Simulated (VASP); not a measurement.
# CaAl15N15 (a cell with a defect) in VASP: further runs

The runs below take CaAl15N15 (a cell with a defect) through single point, with PBE.

Everything below comes from runs of VASP 6.6.1. Logs are shortened: lines on timing, memory, paths and dates and some standing lists are left out, and cuts for length are marked.

## Step 1: The cell of the first run

The cell holds a defect, 31 atoms: a = 6.260 Å, b = 6.260 Å, c = 10.035 Å, α = 90.00°, β = 90.00°, γ = 120.00°.

## Step 2: Single point, PBE

Contents of INCAR:

```
SYSTEM = CaAl15N15
PREC = Accurate
ENCUT = 520
EDIFF = 1E-6
ISMEAR = 0
SIGMA = 0.01
LREAL = Auto
LASPH = .True.
NELM = 120
ALGO = Normal
ISIF = 2
LWAVE = .False.
LCHARG = .True.
GGA = PE
LELF = .True.
LVHAR = .True.
NBANDS = 86
GGA_COMPAT = .False.
ISYM = -1
```

Contents of KPOINTS:

```
explicit points
1
Reciprocal
  0.25000000   0.25000000   0.25000000 1
```

Contents of POSCAR:

```
CaAl15N15
1.0
    6.2595139102      0.0000000601      0.0000000000
   -3.1297570100      5.4208980298      0.0000000000
    0.0000000000      0.0000000000     10.0348065900
Al Ca N
15 1 15
Direct
    0.3405208970      0.1595444164      0.2463173978
    0.3316114823      0.1689617105      0.7568856824
    0.1658608479      0.3337827937      0.9979852424
    0.3370934708      0.6678189702      0.2471711973
    0.1695407078      0.8252531507      0.4956053310
    0.3307255180      0.6697658906      0.7537681837
    0.1631247478      0.8327314370      1.0009987732
    0.8325764372      0.1631981958      0.2471283362
    0.6751243650      0.3308230631      0.4957346230
    0.8300525028      0.1692851304      0.7538707572
    0.6669927315      0.3366352017      1.0010509384
    0.8330105523      0.6670027247      0.2515671278
    0.6616360545      0.8378754863      0.4988147042
    0.8302267023      0.6706098015      0.7466661362
    0.6658513699      0.8336553599      0.9997063679
    0.1885461998      0.3104307968      0.4968460337
    0.1725629529      0.3288357867      0.1921715939
    0.3332865008      0.1664108037      0.9446934973
    0.1649787288      0.3347113747      0.7137725804
    0.3451074711      0.6924924810      0.4305210494
    0.1642238178      0.8271386900      0.1896390117
    0.3312872682      0.6722277220      0.9438726681
    0.1676484478      0.8398039852      0.6867431279
    0.8066648844      0.1542822641      0.4304435341
    0.6728233920      0.3355603622      0.1896888225
    0.8270580177      0.1679232112      0.9438999053
    0.6613396610      0.3336275531      0.6867082308
    0.8317070725      0.6684870856      0.4423937842
    0.6704298627      0.8298550722      0.1870745201
    0.8311444244      0.6685944500      0.9371403809
    0.6639095812      0.8360083589      0.6907381514
```

Potentials or basis: VASP PAW PBE potentials, release 64 (Al, Ca_sv, N).

On the command line:

```
$ cat potpaw_PBE.64/Al/POTCAR potpaw_PBE.64/Ca_sv/POTCAR potpaw_PBE.64/N/POTCAR > POTCAR
$ mpirun -np 1 vasp_std > vasp.out
```

OUTCAR:

```text
SYSTEM = CaAl15N15
   PREC = Accurate
   ENCUT = 520
   EDIFF = 1E-6
   ISMEAR = 0
   LREAL = Auto
   LASPH = .True.
   NELM = 120
   ISIF = 2
   GGA = PE
   ISYM = -1

 ion  position               nearest neighbor table
   1  0.341  0.160  0.246-  25 1.89  21 1.89  17 1.91  16 3.00  11 3.03   7 3.03   4 3.07   8 3.07
                             5 3.09   9 3.09   3 3.13  12 3.13  12 3.13   8 3.19   4 3.19
   2  0.332  0.169  0.757-  19 1.85  18 1.88  23 1.92  27 1.92   3 3.01  16 3.03  11 3.05   7 3.05
                            10 3.12   6 3.12  14 3.13  14 3.13   6 3.14  10 3.14   9 3.22   5 3.22
   3  0.166  0.334  0.998-  18 1.89  22 1.91  26 1.92  17 1.95   2 3.01  10 3.05   6 3.05   8 3.08
                             4 3.09   7 3.13  11 3.13   1 3.13  15 3.13  15 3.13  11 3.13   7 3.13
   4  0.337  0.668  0.247-  20 1.84  21 1.89  29 1.91  17 1.92   5 3.05  15 3.06   1 3.07  13 3.08
                             7 3.08   3 3.09   8 3.10  12 3.11  12 3.15   8 3.16  16 3.17   1 3.19
   5  0.170  0.825  0.496-  20 1.80  28 1.91  23 1.92  16 2.98  13 3.04   4 3.05  12 3.05   1 3.09
                             9 3.09   6 3.11  14 3.12   9 3.16   2 3.22  13 3.22
   6  0.331  0.670  0.754-  19 1.86  22 1.91  31 1.91  23 1.93   3 3.05   7 3.06  15 3.06   5 3.11
                             2 3.12  13 3.12  14 3.12  10 3.13  10 3.13  14 3.14   2 3.14  16 3.24
   7  0.163  0.833  0.001-  22 1.87  21 1.89  18 1.90  30 1.91   1 3.03   2 3.05   6 3.06   4 3.08
                            12 3.09  11 3.11  15 3.12  14 3.13   3 3.13   3 3.13  15 3.14  11 3.15
   8  0.833  0.163  0.247-  24 1.85  25 1.89  29 1.91  17 1.92   9 3.05  15 3.06   1 3.07  11 3.08
                            13 3.08   3 3.08   4 3.10  12 3.11  12 3.15   4 3.16  16 3.17   1 3.19
   9  0.675  0.331  0.496-  24 1.80  28 1.91  27 1.92  16 2.98  13 3.04  12 3.05   8 3.05   1 3.09
                             5 3.09  10 3.11  14 3.12   5 3.16   2 3.22  13 3.22
  10  0.830  0.169  0.754-  19 1.86  26 1.91  31 1.91  27 1.93   3 3.05  11 3.06  15 3.07   9 3.11
                             2 3.12  14 3.12   6 3.13  13 3.13   6 3.13  14 3.14   2 3.14  16 3.24
  11  0.667  0.337  0.001-  26 1.87  25 1.89  18 1.90  30 1.91   1 3.03   2 3.05  10 3.06   8 3.08
                            12 3.09   7 3.11  15 3.11   3 3.13  14 3.13   3 3.13  15 3.14   7 3.15
  12  0.833  0.667  0.252-  29 1.88  21 1.90  25 1.90  28 1.91   9 3.05   5 3.05   7 3.09  11 3.09
                            13 3.10   4 3.11   8 3.11  15 3.11   1 3.13   1 3.13   8 3.15   4 3.15
  13  0.662  0.838  0.499-  24 1.85  20 1.85  28 1.93  31 1.93   5 3.04   9 3.04   4 3.08   8 3.08
                            14 3.08  12 3.10   6 3.12  10 3.13  16 3.14  16 3.15   9 3.22   5 3.22
  14  0.830  0.671  0.747-  31 1.88  30 1.91  27 1.92  23 1.93  13 3.08  15 3.10   5 3.12   9 3.12
                            10 3.12   6 3.12   7 3.13  11 3.13   2 3.13   2 3.13   6 3.14  10 3.14
  15  0.666  0.834  1.000-  29 1.88  26 1.90  30 1.90  22 1.90   4 3.06   8 3.06   6 3.06  10 3.07
                            14 3.10  12 3.11  11 3.11   7 3.12   3 3.13   3 3.13   7 3.14  11 3.14
  16  0.189  0.310  0.497-  24 2.19  20 2.19  19 2.19   5 2.98   9 2.98   1 3.00   2 3.03  13 3.14
                            13 3.15   8 3.17   4 3.17  10 3.24   6 3.24
  17  0.173  0.329  0.192-   1 1.91   4 1.92   8 1.92   3 1.95
  18  0.333  0.166  0.945-   2 1.88   3 1.89   7 1.90  11 1.90
  19  0.165  0.335  0.714-   2 1.85  10 1.86   6 1.86  16 2.19
  20  0.345  0.692  0.431-   5 1.80   4 1.84  13 1.85  16 2.19
  21  0.164  0.827  0.190-   1 1.89   4 1.89   7 1.89  12 1.90
  22  0.331  0.672  0.944-   7 1.87  15 1.90   6 1.91   3 1.91
  23  0.168  0.840  0.687-   2 1.92   5 1.92  14 1.93   6 1.93
  24  0.807  0.154  0.430-   9 1.80   8 1.85  13 1.85  16 2.19
  25  0.673  0.336  0.190-   1 1.89   8 1.89  11 1.89  12 1.90
  26  0.827  0.168  0.944-  11 1.87  15 1.90  10 1.91   3 1.92
  27  0.661  0.334  0.687-   9 1.92   2 1.92  14 1.92  10 1.93
  28  0.832  0.668  0.442-   9 1.91   5 1.91  12 1.91  13 1.93
  29  0.670  0.830  0.187-  12 1.88  15 1.88   8 1.91   4 1.91
  30  0.831  0.669  0.937-  15 1.90   7 1.91  11 1.91  14 1.91
  31  0.664  0.836  0.691-  14 1.88   6 1.91  10 1.91  13 1.93

IMPORTANT INFORMATION: All symmetrisations will be switched off!
NOSYMM: (Re-)initialisation of all symmetry stuff for point group C_1.

----------------------------------------------------------------------------------------

                                     Primitive cell

  volume of cell :     340.5029

  direct lattice vectors                    reciprocal lattice vectors
     6.259513910  0.000000060  0.000000000     0.159756813  0.092235641  0.000000000
    -3.129757010  5.420898030  0.000000000    -0.000000002  0.184471279  0.000000000
     0.000000000  0.000000000 10.034806590     0.000000000  0.000000000  0.099653141

  length of vectors
     6.259513910  6.259513910 10.034806590     0.184471279  0.184471279  0.099653141

  position of ions in fractional coordinates (direct lattice)
     0.340520897  0.159544416  0.246317398
     0.331611482  0.168961710  0.756885682
     0.165860848  0.333782794  0.997985242
     0.337093471  0.667818970  0.247171197
     0.169540708  0.825253151  0.495605331
     0.330725518  0.669765891  0.753768184
[... 23 lines left out ...]
     0.831144424  0.668594450  0.937140381
     0.663909581  0.836008359  0.690738151

  ion indices of the primitive-cell ions
   primitive index   ion index
                 1           1
                 2           2
                 3           3
                 4           4
                 5           5
                 6           6
[... 23 lines left out ...]
                30          30
                31          31

----------------------------------------------------------------------------------------

 KPOINTS: explicit points

Read explicit list of k-points.

 Found      1 k-points:

 Following reciprocal coordinates:
            Coordinates               Weight
  0.250000  0.250000  0.250000      1.000000
   k-points           NKPTS =      1   k-points in BZ     NKDIM =      1   number of bands    NBANDS=     86
   number of dos      NEDOS =    301   number of ions     NIONS =     31
   total plane-waves  NPLWV = 184320
   dimension x,y,z NGX =    48 NGY =   48 NGZ =   80
   dimension x,y,z NGXF=    96 NGYF=   96 NGZF=  160
   ions per type =              15   1  15
   NGX,Y,Z   is equivalent  to a cutoff of  12.75, 12.75, 13.25 a.u.
   NGXF,Y,Z  is equivalent  to a cutoff of  25.50, 25.50, 26.51 a.u.
 SYSTEM =  CaAl15N15
   PREC   = accura    normal or accurate (medium, high low for compatibility)
   ISTART =      0    job   : 0-new  1-cont  2-samecut
   ICHARG =      2    charge: 1-file 2-atom 10-const
   ISPIN  =      1    spin polarized calculation?
   LNONCOLLINEAR =      F non collinear calculations
   LSORBIT =      F    spin-orbit coupling
   LASPH  =      T    aspherical Exc in radial PAW
   ENCUT  =  520.0 eV  38.22 Ry    6.18 a.u.  11.64 11.64 18.66*2*pi/ulx,y,z
   NELM   =    120;   NELMIN=  2; NELMDL= -5     # of ELM steps
   EDIFF  = 0.1E-05   stopping-criterion for ELM
   LREAL  =      T    real-space projection
   EDIFFG = 0.1E-04   stopping-criterion for IOM
   NSW    =      0    number of steps for IOM
   IBRION =     -1    ionic relax: 0-MD 1-quasi-New 2-CG
   NFREE  =      0    steps in history (QN), initial steepest desc. (CG)
   ISIF   =      2    stress and relaxation
   ISYM   =     -1    0-nonsym 1-usesym 2-fastsym
   POTIM  = 0.5000    time-step for ionic-motion
   TEBEG  =    0.0;   TEEND  =   0.0 temperature during run
   PSTRESS=    0.0 pullay stress
   NELECT =     130.0000    total number of electrons
   NUPDOWN=      -1.0000    fix difference up-down
   EMIN   =  10.00;   EMAX   =-10.00  energy-range for DOS
   EFERMI =   0.00;   METHOD = LEGACY
   ISMEAR =     0;   SIGMA  =   0.01  broadening in eV -4-tet -1-fermi 0-gaus
   EFERMI_NEDOS =   21; number of points for ismear=-14 and -15
   IALGO  =     38    algorithm
   IMIX   =      4    mixing-type and parameters
     AMIX     =   0.40;   BMIX     =  1.00
     AMIX_MAG =   1.60;   BMIX_MAG =  1.00
  volume/ion in A,a.u.               =      10.98        74.12
  Fermi-wavevector in a.u.,A,eV,Ry     =   1.187633  2.244301 19.190645  1.410473
  Thomas-Fermi vector in A             =   2.323780
   LORBIT       =      0    0 simple, 1 ext, 2 COOP (PROOUT), +10 PAW based schemes
   GGA     = PE    functional components
   LHFCALC =     F    Hartree Fock is set to
   AEXX    =    0.0000 exact exchange contribution
   IVDW    =     0    specifies the selected vdW correction
   LEPSILON=     F    determine dielectric tensor
   LRPA    =     F    only Hartree local field effects (RPA)
 non-spin polarized calculation
 Gauss-broadening in eV      SIGMA  =   0.01
  energy-cutoff  :      520.00
  volume of cell :      340.50
 maximum number of plane-waves:      9148
 NGX is ok and might be reduce to    48
   NGX = 23   NGY = 23   NGZ = 37

 number of electron     130.0000008 magnetization

 Free energy of the ion-electron system (eV)
  ---------------------------------------------------
  ext. energy  EPLUGINS =         0.00000000
  ---------------------------------------------------
  free energy    TOTEN  =      -224.09762897 eV

  energy without entropy =     -224.09762897  energy(sigma->0) =     -224.09762897

 E-fermi :   7.0328     XC(G=0): -10.7959

 val. band max:        6.9154145013   @ k =   0.2500   0.2500   0.2500
 cond. band min:       8.8446870480   @ k =   0.2500   0.2500   0.2500
 fundamental gap:      1.9292725466
 Fermi energy:         7.0327925786

 k-point     1 :       0.2500    0.2500    0.2500
  band No.  band energies     occupation
      1     -31.5142      2.00000
      2     -12.9353      2.00000
      3     -12.8606      2.00000
      4     -12.7661      2.00000
      5      -8.7151      2.00000
      6      -8.2692      2.00000
[... 69 lines left out ...]
     76      12.4349      0.00000
     77      12.5626      0.00000
 [bands above 77 left out]

------------------------ aborting loop because EDIFF is reached ----------------------------------------

  FORCE on cell =-STRESS in cart. coord.  units (eV):
  Direction    XX          YY          ZZ          XY          YZ          ZX
  --------------------------------------------------------------------------------------
  -------------------------------------------------------------------------------------
  Total       11.7249120      3.1675349     12.1311330     -7.5095953      1.6188316     -2.3088040
  in kB       55.1695342     14.9042846     57.0809365    -35.3350949      7.6171304    -10.8636757
  external PRESSURE =      42.3849184 kB  Pullay stress =       0.0000000 kB

 VOLUME and BASIS-vectors are now :
 -----------------------------------------------------------------------------
  energy-cutoff  :      520.00
  volume of cell :      340.50
      direct lattice vectors                 reciprocal lattice vectors
     6.259513910  0.000000060  0.000000000     0.159756813  0.092235641  0.000000000
    -3.129757010  5.420898030  0.000000000    -0.000000002  0.184471279  0.000000000
     0.000000000  0.000000000 10.034806590     0.000000000  0.000000000  0.099653141

 POSITION                                       TOTAL-FORCE (eV/Angst)
 -----------------------------------------------------------------------------------
      1.63216      0.86487      2.47175         0.000571      0.000256     -0.002639
      1.54692      0.91592      7.59520         0.005228     -0.004363      0.010691
     -0.00645      1.80940     10.01459        -0.000510      0.000746     -0.012749
      0.01993      3.62018      2.48032         0.002538     -0.005817     -0.010255
     -1.52160      4.47361      4.97330        -0.015690     -0.009513      0.000939
     -0.02602      3.63073      7.56392         0.002944      0.006069      0.002799
[... 23 lines left out ...]
      3.11002      3.62438      9.40402         0.006319     -0.003473     -0.011494
      1.53925      4.53192      6.93142        -0.001746      0.001817      0.001200
 -----------------------------------------------------------------------------------
    total drift:                               -0.004218      0.001478     -0.010365

  FREE ENERGIE OF THE ION-ELECTRON SYSTEM (eV)
  ---------------------------------------------------
  free  energy   TOTEN  =      -224.0976289730 eV

  energy  without entropy=     -224.0976289730  energy(sigma->0) =     -224.09762897
```

It took 4.4 min on 1 thread of AMD EPYC, shared host; peak memory 0.39 GiB.

What came out:

```
Free energy            : -224.0976 eV
Pressure               : 4.2 GPa
Largest force          : 0.041 eV/Å
Band gap on the k mesh : 1.93 eV
```

Forces in eV/Å, atoms in the order of the input:
```
Al   0.001  0.000 -0.003
Al   0.005 -0.004  0.011
Al  -0.001  0.001 -0.013
Al   0.003 -0.006 -0.010
Al  -0.016 -0.010  0.001
Al   0.003  0.006  0.003
Al   0.007  0.008  0.011
Al   0.007  0.002 -0.010
Al   0.001  0.021  0.002
Al  -0.004 -0.007  0.003
Al  -0.003 -0.009  0.011
Al  -0.004  0.002 -0.004
Al   0.002 -0.003  0.001
Al  -0.002  0.000  0.006
Al  -0.010  0.006  0.009
Ca   0.035 -0.021 -0.003
N   -0.016  0.008  0.001
N    0.004 -0.003 -0.009
N   -0.004  0.003  0.038
N    0.005  0.030 -0.007
N    0.001 -0.007 -0.008
N    0.002  0.000  0.001
N    0.000  0.008 -0.001
N   -0.025 -0.019 -0.007
N    0.006  0.003 -0.008
N    0.001 -0.002  0.001
N   -0.007 -0.004 -0.001
N    0.002 -0.002  0.002
N    0.001 -0.001 -0.006
N    0.006 -0.003 -0.011
N   -0.002  0.002  0.001
```

Levels at points of the mesh, in eV from the valence-band top:
```csv
k point,band 63,band 64,band 65,band 66,band 67,band 68
"(0.25, 0.25, 0.25)",-1.25,-1.04,0.00,1.93,2.84,4.15
```

(Continued in part 2 of 3.)
